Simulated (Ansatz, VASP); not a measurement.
**One calculation of Nb, two programs**

```
Nb
1.0
     0.00000    1.95832    1.95832
     1.95832    0.00000    1.95832
     1.95832    1.95832    0.00000
Nb
1
Direct
  0.00000 0.00000 0.00000
```

Change from the starting cell: volume scaled by 0.8, LAPW.

Alike in both runs: task single point; functional PBE; k mesh 17 × 17 × 17; occupations fermi-dirac, width 0.08 eV; no spin polarisation.

|  | VASP | Ansatz |
| --- | --- | --- |
| version | VASP 6.6.1 | Ansatz 0.2.0 |
| potentials or method | VASP PAW PBE potentials, release 64 (Nb_sv), cutoff 520 eV | all-electron LAPW, scalar-relativistic |

|  | VASP | Ansatz | Ansatz less VASP |
| --- | --- | --- | --- |
| pressure (GPa) | 53.3 | 53.7 | +0.43 |

Both programs put the cell under a high pressure, so it lies far from rest at this level. Ansatz ran all-electron here, and VASP with PAW potentials.
